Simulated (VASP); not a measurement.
Input of a VASP 6.6.1 run:

INCAR

```
SYSTEM = WC
ALGO = Normal
EDIFF = 1E-6
ENCUT = 520
ISIF = 2
ISMEAR = -1
LASPH = .True.
LCHARG = .False.
LREAL = .False.
LWAVE = .False.
NBANDS = 16
NELM = 100
PREC = Accurate
SIGMA = 0.15
```

The input KPOINTS:

```
k-points
0
Gamma
  11 11 10
  0 0 0
```

The input POSCAR:

```
WC
1.0
    2.9065000000      0.0000000000      0.0000000000
   -1.4532500000      2.5171028361      0.0000000000
    0.0000000000      0.0000000000      2.8366000000
W C
1 1
Direct
    0.0000000000      0.0000000000      0.0000000000
    0.6666666667      0.3333333333      0.5000000000
```

Potentials or basis: VASP PAW LDA potentials, release 64 (W_sv, C).

Launch:

```bash
$ cat potpaw_LDA.64/W_sv/POTCAR potpaw_LDA.64/C/POTCAR > POTCAR
$ mpirun -np 1 vasp_std > vasp.out
```

Task: What does it give for the band gap on the k mesh?

Result: Zero (band 9 reaches 11.62 eV, above the bottom of band 10 at 10.37 eV).

Task: What does it give for the pressure?

Result: -7.3 GPa.

Stress tensor (GPa, compression positive):
```
-6.55  0.00  0.00
 0.00 -6.55  0.00
 0.00  0.00 -8.83
```

Caveat: spin-orbit coupling is left out, which moves the levels of the heavy elements.
